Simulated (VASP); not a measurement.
Runs of VASP 6.6.1 on AlH6. The structure is that of space group P6/mmm (No. 191), or close to it. The cells are those of the table. 

```csv
task,cell,k mesh,cutoff (eV),gap on the mesh (eV),pressure (GPa),relaxed volume (Å³/atom),largest force (eV/Å)
relaxation of cell and atoms,"relaxed from a = 3.804, b = 3.804, c = 4.091 Å, angles 90.0, 90.0, 120.0°, 7 atoms",6 × 6 × 4,600,none,0.0,(a),0.03
single point,"a = 5.947, b = 5.947, c = 2.559 Å, angles 90.0, 90.0, 120.0°, 7 atoms",6 × 6 × 14,520,none,-0.2,-,0.01
relaxation of cell and atoms,"relaxed from a = 5.919, b = 5.919, c = 2.842 Å, angles 90.0, 90.0, 120.0°, 7 atoms",3 × 3 × 6,600,none,-0.2,11.70,0.03
single point,"a = 5.877, b = 5.877, c = 2.689 Å, angles 90.0, 90.0, 120.0°, 7 atoms",3 × 3 × 6,520,none,-0.3,-,0.01
single point,"a = 3.804, b = 3.804, c = 4.091 Å, angles 90.0, 90.0, 120.0°, 7 atoms",6 × 6 × 4,520,none,55.5,-,4.91
single point,"a = 5.919, b = 5.919, c = 2.842 Å, angles 90.0, 90.0, 120.0°, 7 atoms",6 × 6 × 4,520,none,0.0,-,0.01
relaxation of cell and atoms,"relaxed from a = 5.877, b = 5.877, c = 2.689 Å, angles 90.0, 90.0, 120.0°, 7 atoms",6 × 6 × 14,600,none,0.1,(b),-
```

Alike in all rows: level PBE; potentials or basis VASP PAW PBE potentials, release 64 (Al, H); no spin polarisation; smearing gaussian 0.1 eV.

Q: Estimate the missing entries.

A: (a) 10.01; (b) 11.03.

Caveats: some runs use coarse meshes; the volume moved by over 15 % at a fixed basis, so the end points are rough (some runs); forces of over 1 eV/Å act on the atoms, so gaps and moduli don't describe the material at rest (some runs).

A gap of «none» marks levels without a gap at the run's occupations.
